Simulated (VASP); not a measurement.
BN: dielectric tensor with PBE

BN:

```
CELL_PARAMETERS angstrom
2.55394 0.00000 0.00000
-1.27697 2.21178 0.00000
0.00000 0.00000 4.22685
ATOMIC_POSITIONS crystal
B 0.66667 0.33333 0.99972
B 0.33333 0.66667 0.49972
N 0.66667 0.33333 0.62528
N 0.33333 0.66667 0.12528
```

```yaml
Program: VASP 6.6.1
Task: dielectric tensor
Functional: PBE
Potentials_or_basis: VASP PAW PBE potentials, release 64 (B, N)
Cutoff: 520 eV
k_mesh: 12 × 12 × 7
Occupations: gaussian, width 0.01 eV
Spin: no spin polarisation
Dipole_correction: no
Further_INCAR_settings: ALGO = Normal; EDIFF = 1e-08
```

```yaml
Band_gap_on_the_k_mesh: 5.20 eV (least direct gap 8.23 eV)
Electronic_dielectric_tensor_diagonal: 4.57, 4.57, 4.73
Born_charges_mean_of_the_diagonal: B +1.88; N -1.88 e
```

Levels at points of the mesh, in eV from the valence-band top:
```
           k point  band 4  band 5  band 6  band 7  band 8  band 9  band 10  band 11  band 12
(0.00, 0.00, 0.00)   -2.10   -2.10   -0.28    0.00    0.00    8.33     8.33     8.53     9.42
(0.50, 0.00, 0.00)   -7.75   -6.86   -4.93   -4.37   -2.09    6.68     7.93    10.55    11.39
```

Electronic dielectric tensor:
```
4.57 0.00 0.00
0.00 4.57 0.00
0.00 0.00 4.73
```

Born effective charge tensors (e):
atom 1, B
```
1.85 0.00 0.00
0.00 1.85 0.00
0.00 0.00 1.95
```
atom 2, B
```
1.85 0.00 0.00
0.00 1.85 0.00
0.00 0.00 1.95
```
atom 3, N
```
-1.85  0.00  0.00
 0.00 -1.85  0.00
 0.00  0.00 -1.95
```
atom 4, N
```
-1.85  0.00  0.00
 0.00 -1.85  0.00
 0.00  0.00 -1.95
```

It took 8.2 min on 1 thread of AMD EPYC 7R13, on a shared host, peak memory 0.27 GiB.

Caveat: an odd mesh through Γ misses points on the zone boundary, where band edges can lie.
